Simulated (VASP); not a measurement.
Wanted: the native input for a VASP 6.6.1 run.

* Task: single point
* Functional: LDA
* Potentials or basis: VASP PAW LDA potentials, release 64 (Zr_sv, O)
* Cutoff: 520 eV
* k mesh: 6 × 6 × 6
* Occupations: gaussian, width 0.02 eV
* Spin: no spin polarisation
* Dipole correction: no
* Further INCAR settings: ALGO = Normal; EDIFF = 1e-07; NBANDS = 33

The structure of ZrO2 lies in POSCAR:

```
ZrO2
1.0
    3.5574811495      0.0000000000      0.0000000000
    0.0000000000      3.5574811495      0.0000000000
    0.0000000000      0.0000000000      5.1110927694
Zr O
2 4
Direct
    0.0000000000      0.0000000000      0.0000000000
    0.5000000000      0.5000000000      0.5000000000
    0.0000000000      0.5000000000      0.2070854327
    0.0000000000      0.5000000000      0.7070854327
    0.5000000000      0.0000000000      0.2929145673
    0.5000000000      0.0000000000      0.7929145673
```

The input as run:

INCAR

```
PREC     = Accurate       # precision mode
ENCUT    = 520            # plane-wave cutoff, eV
EDIFF    = 1E-7           # SCF threshold, eV
ISMEAR   = 0              # smearing method
SIGMA    = 0.02           # smearing width, eV
LREAL    = False          # projectors in reciprocal space
LASPH    = True           # aspherical terms in the spheres
NELM     = 100            # most SCF steps
ALGO     = Normal         # electronic algorithm
ISIF     = 2              # what is computed and relaxed
LWAVE    = False          # write WAVECAR
LCHARG   = True           # write CHGCAR
GGA      = CA             # functional
LELF     = True           # ELF
LVHAR    = True         
NBANDS   = 33             # bands
```

KPOINTS

```
regular mesh
0
Gamma
  6 6 6
```

Potentials or basis: VASP PAW LDA potentials, release 64 (Zr_sv, O).

Command:

```bash
$ cat potpaw_LDA.64/Zr_sv/POTCAR potpaw_LDA.64/O/POTCAR > POTCAR
$ mpirun -np 1 vasp_std > vasp.out
```

It gave:

| Item | Value |
| --- | --- |
| Pressure | 0.9 GPa |
| Largest force | 0.029 eV/Å |
| Band gap on the k mesh | 3.96 eV, indirect (least direct gap 4.08 eV) |

Run time: 85 s on 1 thread of AMD EPYC 7R43 64-Core Processor (Zen 3), with other jobs on the host, peak memory 0.15 GiB.
